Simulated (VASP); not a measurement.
Crystal: Li4C.

```
Li C
1.0
     3.81531    0.00000    0.00000
     0.00000    3.81531    0.00000
     0.00000    0.00000    7.43572
Li C
8 2
Direct
  0.50000 0.00000 0.94445
  0.00000 0.50000 0.44011
  0.50000 0.00000 0.55989
  0.00000 0.50000 0.05555
  0.50000 0.50000 0.71758
  0.00000 0.00000 0.24748
  0.00000 0.00000 0.75252
  0.50000 0.50000 0.28242
  0.50000 0.00000 0.79159
  0.00000 0.50000 0.20841
```

- Program: VASP 6.6.1
- Task: relaxation of cell and atoms
- Functional: PBE
- Potentials or basis: VASP PAW PBE potentials, release 64 (Li_sv, C)
- Cutoff: 600 eV
- k mesh: 4 × 4 × 4
- Occupations: gaussian, width 0.1 eV
- Spin: no spin polarisation

At the start: pressure 38.2 GPa; volume 10.82 Å³/atom.

Q: Where does the relaxation end?

A: Over 21 steps the energy falls by 1564.6 meV/atom and the volume is 13.41 Å³/atom (+23.9 %); space group P-4m2 (No. 115, to 0.1 Å) before, I4/mmm (No. 139, to 0.1 Å).

The path:
| step | energy change (eV) | largest force (eV/Å) | pressure (GPa) | volume (Å³) |
| --- | --- | --- | --- | --- |
| 1 | 0.0000 | 22.8098 | 38.16 | 108.24 |
| 2 | -3.4081 | 18.8472 | 11.22 | 150.94 |
| 3 | -6.9997 | 14.5260 | 11.76 | 143.21 |
| 4 | -8.6328 | 12.2650 | 12.02 | 138.59 |
| 5 | -12.0575 | 7.5707 | 13.94 | 122.92 |
| 6 | -12.5557 | 6.3953 | 17.60 | 115.51 |
| 7 | -12.5583 | 6.7958 | 15.82 | 118.05 |
| 8 | -14.9618 | 0.5844 | -0.71 | 140.14 |
| 9 | -15.0821 | 0.6067 | 1.87 | 133.66 |
| 10 | -15.0837 | 0.6044 | 1.61 | 134.22 |
| 11 | -15.3064 | 0.5552 | 0.71 | 136.61 |
| 12 | -15.4890 | 0.4136 | -0.86 | 142.50 |
| 13 | -15.4970 | 0.4398 | -0.64 | 141.51 |
| 14 | -15.5371 | 0.3616 | -0.59 | 140.62 |
| 15 | -15.6158 | 0.1301 | -0.39 | 137.97 |
| 16 | -15.5942 | 0.3262 | 0.18 | 132.76 |
| 17 | -15.6351 | 0.1202 | -0.17 | 135.81 |
| 18 | -15.6386 | 0.0809 | 0.02 | 135.03 |
| 19 | -15.6390 | 0.1123 | 0.12 | 134.64 |
| 20 | -15.6418 | 0.0906 | 0.11 | 134.47 |
| 21 | -15.6460 | 0.0392 | 0.08 | 134.09 |

Final structure:
```
Li C
1.0
     4.10813    0.00000    0.00000
     0.00000    4.10813    0.00000
     0.00000    0.00000    7.94553
Li C
8 2
Direct
  0.50000 0.00000 0.00998
  0.00000 0.50000 0.50400
  0.50000 0.00000 0.49600
  0.00000 0.50000 0.99002
  0.50000 0.50000 0.75123
  0.00000 0.00000 0.24859
  0.00000 0.00000 0.75141
  0.50000 0.50000 0.24877
  0.50000 0.00000 0.75251
  0.00000 0.50000 0.24749
```

Caveat: the k points lie up to 0.38 Å⁻¹ apart in the final cell; the cutoff is under 1.25 times the usual one of these potentials, so pressure, stress and relaxed cells hold a basis-set (Pulay) error; the volume moved by over 15 % at a fixed basis, so the end points are rough.
